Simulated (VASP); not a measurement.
# P (P2/m) in VASP: single point with r2SCAN

Aim: the single point of P with r2SCAN.

Everything below comes from runs of VASP 6.6.1. Logs are shortened: lines on timing, memory, paths and dates and some standing lists are left out, and cuts for length are marked.

## 1. The cell of the first run

Symmetry: P2/m, No. 10, monoclinic system. The conventional cell has a = 2.398 Å, b = 2.395 Å, c = 4.928 Å, α = 90.00°, β = 90.48°, γ = 90.00°. Within 3.0 Å of P (site symmetry m) lie 6 P at 2.27 to 2.66 Å.

## 2. Single point, r2SCAN (functional r2SCAN, strained)

Contents of POSCAR:

```
P
1.0
    2.3976830191      0.0000000000     -0.0051403515
    0.0000000000      2.3954462282      0.0000000000
   -0.0303753177      0.0000000000      4.9281739181
P
2
Direct
    0.9986305050      0.0000000000      0.2299751009
    0.0013694950      0.0000000000      0.7700248991
```

Contents of INCAR.step1:

```
SYSTEM = P
PREC = Accurate ; ENCUT = 520
ISMEAR = 0 ; SIGMA = 0.1
LREAL = .FALSE. ; LASPH = .TRUE.
NELM = 100 ; NBANDS = 12
GGA = PE ; ALGO = Normal
EDIFF = 1E-4 ; LWAVE = .TRUE.
LCHARG = .FALSE.
```

Contents of INCAR.step2:

```
SYSTEM = P
PREC = Accurate ; ENCUT = 520
EDIFF = 1E-6 ; ISMEAR = 0
SIGMA = 0.1 ; LREAL = .FALSE.
LASPH = .TRUE. ; NELM = 100
ALGO = Normal ; ISIF = 2
LWAVE = .FALSE. ; LCHARG = .TRUE.
METAGGA = R2SCAN ; LMIXTAU = .TRUE.
LELF = .TRUE. ; LVHAR = .TRUE.
NBANDS = 12 ; ISTART = 1
```

Contents of KPOINTS:

```
Automatic mesh
0
G
  18 18 10
  0 0 0
```

Potentials or basis: VASP PAW PBE potentials, release 64 (P).

On the command line:

```console
> cat potpaw_PBE.64/P/POTCAR > POTCAR
> cp INCAR.step1 INCAR
> mpirun -np 1 vasp_std > vasp.out
> cp INCAR.step2 INCAR
> mpirun -np 1 vasp_std > vasp.out
```

OUTCAR:

```text
SYSTEM = P
   PREC = Accurate
   ENCUT = 520
   EDIFF = 1E-6
   ISMEAR = 0
   LREAL = .FALSE.
   LASPH = .TRUE.
   NELM = 100
   ISIF = 2
   METAGGA = R2SCAN
   ISTART = 1

 ion  position               nearest neighbor table
   1  0.999  0.000  0.230-   2 2.27   2 2.66
   2  0.001  0.000  0.770-   1 2.27   1 2.66

  LATTYP: Found a simple monoclinic cell.
 ALAT       =     2.3976885292
 B/A-ratio  =     0.9990648072
 C/A-ratio  =     2.0554244089
 COS(beta)  =    -0.0083073110

  Lattice vectors:

 A1 = (   2.3976830191,   0.0000000000,  -0.0051403515)
 A2 = (   0.0000000000,   2.3954462282,   0.0000000000)
 A3 = (  -0.0303753177,   0.0000000000,   4.9281739181)

Analysis of symmetry for initial positions (statically):
=====================================================================
 Subroutine PRICEL returns:
 Original cell was already a primitive cell.

 Routine SETGRP: Setting up the symmetry group for a
 simple monoclinic supercell.

 Subroutine GETGRP returns: Found  4 space group operations
 (whereof  4 operations were pure point group operations)
 out of a pool of  4 trial point group operations.

The static configuration has the point symmetry C_2h.

Analysis of symmetry for dynamics (positions and initial velocities):
=====================================================================
 Subroutine PRICEL returns:
 Original cell was already a primitive cell.

 Routine SETGRP: Setting up the symmetry group for a
 simple monoclinic supercell.

 Subroutine GETGRP returns: Found  4 space group operations
 (whereof  4 operations were pure point group operations)
 out of a pool of  4 trial point group operations.

The dynamic configuration has the point symmetry C_2h.

 Subroutine INISYM returns: Found  4 space group operations
 (whereof  4 operations are pure point group operations),
 and found     1 'primitive' translations

----------------------------------------------------------------------------------------

                                     Primitive cell

  volume of cell :      28.3047

  direct lattice vectors                    reciprocal lattice vectors
     2.397683019  0.000000000 -0.005140352     0.417074820  0.000000000  0.002570684
     0.000000000  2.395446228  0.000000000     0.000000000  0.417458755  0.000000000
    -0.030375318  0.000000000  4.928173918     0.000435032  0.000000000  0.202917598

  length of vectors
     2.397688529  2.395446228  4.928267528     0.417082743  0.417458755  0.202918064

  position of ions in fractional coordinates (direct lattice)
     0.998630505  0.000000000  0.229975101
     0.001369495  0.000000000  0.770024899

  ion indices of the primitive-cell ions
   primitive index   ion index
                 1           1
                 2           2

----------------------------------------------------------------------------------------

 KPOINTS: Automatic mesh

Automatic generation of k-mesh.
 Grid dimensions read from file:
 generate k-points for:   18   18   10

 Generating k-lattice:

  Cartesian coordinates                     Fractional coordinates (reciprocal lattice)
     0.023170823  0.000000000  0.000142816     0.055555556  0.000000000 -0.000000000
     0.000000000  0.023192153  0.000000000     0.000000000  0.055555556  0.000000000
     0.000043503  0.000000000  0.020291760    -0.000000000  0.000000000  0.100000000

  Length of vectors
     0.023171263  0.023192153  0.020291806

  Shift w.r.t. Gamma in fractional coordinates (k-lattice)
     0.000000000  0.000000000  0.000000000

 Subroutine IBZKPT returns following result:
 ===========================================

 Found    920 irreducible k-points:

 Following reciprocal coordinates:
            Coordinates               Weight
  0.000000  0.000000  0.000000      1.000000
  0.055556  0.000000  0.000000      2.000000
  0.111111  0.000000  0.000000      2.000000
  0.166667  0.000000  0.000000      2.000000
  0.222222  0.000000  0.000000      2.000000
  0.277778  0.000000  0.000000      2.000000
[... 16 lines left out ...]
  0.111111  0.111111  0.000000      4.000000
  0.166667  0.111111  0.000000      4.000000
 [... further k-points ...]
   k-points           NKPTS =    920   k-points in BZ     NKDIM =    920   number of bands    NBANDS=     12
   number of dos      NEDOS =    301   number of ions     NIONS =      2
   total plane-waves  NPLWV =  12960
   dimension x,y,z NGX =    18 NGY =   18 NGZ =   40
   dimension x,y,z NGXF=    36 NGYF=   36 NGZF=   80
   ions per type =               2
   NGX,Y,Z   is equivalent  to a cutoff of  12.48, 12.49, 13.49 a.u.
   NGXF,Y,Z  is equivalent  to a cutoff of  24.96, 24.98, 26.99 a.u.
 SYSTEM =  P
   PREC   = accura    normal or accurate (medium, high low for compatibility)
   ISTART =      1    job   : 0-new  1-cont  2-samecut
   ICHARG =      0    charge: 1-file 2-atom 10-const
   ISPIN  =      1    spin polarized calculation?
   LNONCOLLINEAR =      F non collinear calculations
   LSORBIT =      F    spin-orbit coupling
   LASPH  =      T    aspherical Exc in radial PAW
   ENCUT  =  520.0 eV  38.22 Ry    6.18 a.u.   4.46  4.45  9.16*2*pi/ulx,y,z
   NELM   =    100;   NELMIN=  2; NELMDL=  0     # of ELM steps
   EDIFF  = 0.1E-05   stopping-criterion for ELM
   LREAL  =      F    real-space projection
   EDIFFG = 0.1E-04   stopping-criterion for IOM
   NSW    =      0    number of steps for IOM
   IBRION =     -1    ionic relax: 0-MD 1-quasi-New 2-CG
   NFREE  =      0    steps in history (QN), initial steepest desc. (CG)
   ISIF   =      2    stress and relaxation
   ISYM   =      2    0-nonsym 1-usesym 2-fastsym
   POTIM  = 0.5000    time-step for ionic-motion
   TEBEG  =    0.0;   TEEND  =   0.0 temperature during run
   PSTRESS=    0.0 pullay stress
   NELECT =      10.0000    total number of electrons
   NUPDOWN=      -1.0000    fix difference up-down
   EMIN   =  10.00;   EMAX   =-10.00  energy-range for DOS
   EFERMI =   0.00;   METHOD = LEGACY
   ISMEAR =     0;   SIGMA  =   0.10  broadening in eV -4-tet -1-fermi 0-gaus
   EFERMI_NEDOS =   21; number of points for ismear=-14 and -15
   IALGO  =     38    algorithm
   IMIX   =      4    mixing-type and parameters
     AMIX     =   0.40;   BMIX     =  1.00
     AMIX_MAG =   1.60;   BMIX_MAG =  1.00
  volume/ion in A,a.u.               =      14.15        95.50
  Fermi-wavevector in a.u.,A,eV,Ry     =   1.157325  2.187027 18.223659  1.339401
  Thomas-Fermi vector in A             =   2.293937
   LORBIT       =      0    0 simple, 1 ext, 2 COOP (PROOUT), +10 PAW based schemes
   METAGGA = R2SCAN    functional components
   LHFCALC =     F    Hartree Fock is set to
   AEXX    =    0.0000 exact exchange contribution
   IVDW    =     0    specifies the selected vdW correction
   LEPSILON=     F    determine dielectric tensor
   LRPA    =     F    only Hartree local field effects (RPA)
 non-spin polarized calculation
 Gauss-broadening in eV      SIGMA  =   0.10
  energy-cutoff  :      520.00
  volume of cell :       28.30
 maximum number of plane-waves:       782
 NGX is ok and might be reduce to    18
   NGX =  9   NGY =  9   NGZ = 19

 number of electron       9.9999998 magnetization

 Free energy of the ion-electron system (eV)
  ---------------------------------------------------
  ext. energy  EPLUGINS =         0.00000000
  ---------------------------------------------------
  free energy    TOTEN  =       -17.58348600 eV

  energy without entropy =      -17.58064406  energy(sigma->0) =      -17.58206503

 E-fermi :  10.0488     XC(G=0): -11.9756

 val. band max:       10.0487228711   @ k =   0.4444   0.5000   0.1000
 cond. band min:      10.0585505289   @ k =   0.2778   0.2222   0.0000
 fundamental gap:      0.0098276578
 Fermi energy:        10.0487757410

 k-point     1 :       0.0000    0.0000    0.0000
  band No.  band energies     occupation
      1      -7.8309      2.00000
      2      -3.2703      2.00000
      3       0.7795      2.00000
      4      14.8388      0.00000
      5      15.7312      0.00000
      6      15.7722      0.00000
      7      16.7834      0.00000
      8      17.1715      0.00000
      9      18.8277      0.00000
     10      18.8731      0.00000
     11      19.7776      0.00000
     12      25.8471      0.00000

 k-point     2 :       0.0556    0.0000    0.0000
  band No.  band energies     occupation
      1      -7.7537      2.00000
      2      -3.1924      2.00000
      3       0.8495      2.00000
      4      14.0785      0.00000
      5      14.8985      0.00000
      6      15.8343      0.00000
      7      16.9255      0.00000
      8      17.3100      0.00000
      9      18.6390      0.00000
     10      18.9322      0.00000
     11      21.1481      0.00000
     12      24.3940      0.00000

 k-point     3 :       0.1111    0.0000    0.0000
  band No.  band energies     occupation
      1      -7.5227      2.00000
      2      -2.9590      2.00000
      3       1.0579      2.00000
      4      11.9081      0.00000
      5      14.9804      0.00000
      6      15.4430      0.00000
      7      16.0196      0.00000
      8      17.1097      0.00000
      9      19.1084      0.00000
     10      20.4535      0.00000
     11      22.1650      0.00000
     12      22.6650      0.00000
[... 286 lines left out ...]
 k-point    23 :       0.1111    0.1111    0.0000
  band No.  band energies     occupation
      1      -7.2139      2.00000
      2      -2.6475      2.00000
      3       1.3364      2.00000
      4      11.6097      0.00000
      5      12.9117      0.00000
      6      14.6372      0.00000
      7      15.2855      0.00000
      8      17.4234      0.00000
      9      18.8977      0.00000
     10      22.1685      0.00000
     11      22.3341      0.00000
     12      22.8598      0.00000

 k-point    24 :       0.1667    0.1111    0.0000
  band No.  band energies     occupation
      1      -6.8314      2.00000
      2      -2.2608      2.00000
      3       1.6781      2.00000
      4       9.9108      1.94899
      5      12.8091      0.00000
      6      13.2364      0.00000
      7      15.5737      0.00000
      8      17.2404      0.00000
      9      19.3362      0.00000
     10      20.2278      0.00000
     11      22.8210      0.00000
     12      23.9746      0.00000

 [... further k-points ...]
[... 5 lines left out ...]
  --------------------------------------------------------------------------------------
  -------------------------------------------------------------------------------------
  Total        1.3002065      1.3576954      0.2580819      0.0000000      0.0000000      0.1227097
  in kB       73.5977350     76.8518713     14.6086339      0.0000000      0.0000000      6.9459389
  external PRESSURE =      55.0194134 kB  Pullay stress =       0.0000000 kB

 VOLUME and BASIS-vectors are now :
 -----------------------------------------------------------------------------
  energy-cutoff  :      520.00
  volume of cell :       28.30
      direct lattice vectors                 reciprocal lattice vectors
     2.397683019  0.000000000 -0.005140352     0.417074820  0.000000000  0.002570684
     0.000000000  2.395446228  0.000000000     0.000000000  0.417458755  0.000000000
    -0.030375318  0.000000000  4.928173918     0.000435032  0.000000000  0.202917598

 POSITION                                       TOTAL-FORCE (eV/Angst)
 -----------------------------------------------------------------------------------
      2.38741      0.00000      1.12822         0.024730      0.000000      0.397052
     -0.02011      0.00000      3.79481        -0.024730     -0.000000     -0.397052
 -----------------------------------------------------------------------------------
    total drift:                               -0.000000      0.000000     -0.000000

  FREE ENERGIE OF THE ION-ELECTRON SYSTEM (eV)
  ---------------------------------------------------
  free  energy   TOTEN  =       -17.5834860026 eV

  energy  without entropy=      -17.5806440562  energy(sigma->0) =      -17.58206503
```

It took 11 min on 1 thread of Intel Xeon Platinum 8488C (Sapphire Rapids), shared host; peak memory 0.32 GiB.

What came out:

```
Free energy            : -17.5835 eV
Pressure               : 5.5 GPa
Largest force          : 0.398 eV/Å
Band gap on the k mesh : zero (band 5 reaches 16.33 eV, above the bottom of band 6 at 6.11 eV)
```

Forces on the atoms (eV/Å):
```
P    0.025  0.000  0.397
P   -0.025  0.000 -0.397
```

Stress tensor (GPa, compression positive):
```
7.36 0.00 0.69
0.00 7.69 0.00
0.69 0.00 1.46
```

Levels at points of the mesh, in eV from the Fermi level:
| k point | band 1 | band 2 | band 3 | band 4 | band 5 | band 6 | band 7 | band 8 | band 9 | band 10 |
| --- | --- | --- | --- | --- | --- | --- | --- | --- | --- | --- |
| (0.00, 0.00, 0.00) | -17.88 | -13.32 | -9.27 | 4.79 | 5.68 | 5.72 | 6.73 | 7.12 | 8.78 | 8.82 |
| (0.50, 0.00, 0.00) | -13.07 | -9.52 | -8.00 | -6.04 | -5.47 | 1.12 | 8.11 | 8.97 | 9.70 | 11.92 |
| (0.00, 0.50, 0.00) | -13.06 | -9.52 | -7.98 | -6.04 | -5.47 | 1.12 | 8.13 | 8.95 | 9.71 | 11.89 |
| (0.50, 0.50, 0.00) | -7.76 | -5.84 | -5.82 | -2.60 | -2.59 | -1.87 | -1.13 | 1.03 | 4.68 | 5.10 |
| (0.00, 0.00, 0.50) | -17.07 | -15.53 | -4.51 | -2.73 | 6.29 | 6.33 | 7.51 | 7.57 | 7.75 | 8.74 |
| (0.50, 0.00, 0.50) | -12.31 | -10.54 | -8.76 | -7.58 | -0.68 | 1.44 | 5.61 | 6.70 | 9.51 | 10.79 |
| (0.00, 0.50, 0.50) | -12.29 | -10.51 | -8.76 | -7.59 | -0.66 | 1.46 | 5.60 | 6.70 | 9.49 | 10.75 |
| (0.50, 0.50, 0.50) | -7.11 | -5.16 | -5.14 | -4.86 | -3.96 | -3.94 | 1.90 | 2.94 | 3.84 | 6.55 |

Caveat: the cell differs from its parent crystal (functional r2SCAN, strained); the PAW data sets were made with another functional, which shifts forces and pressure a little.
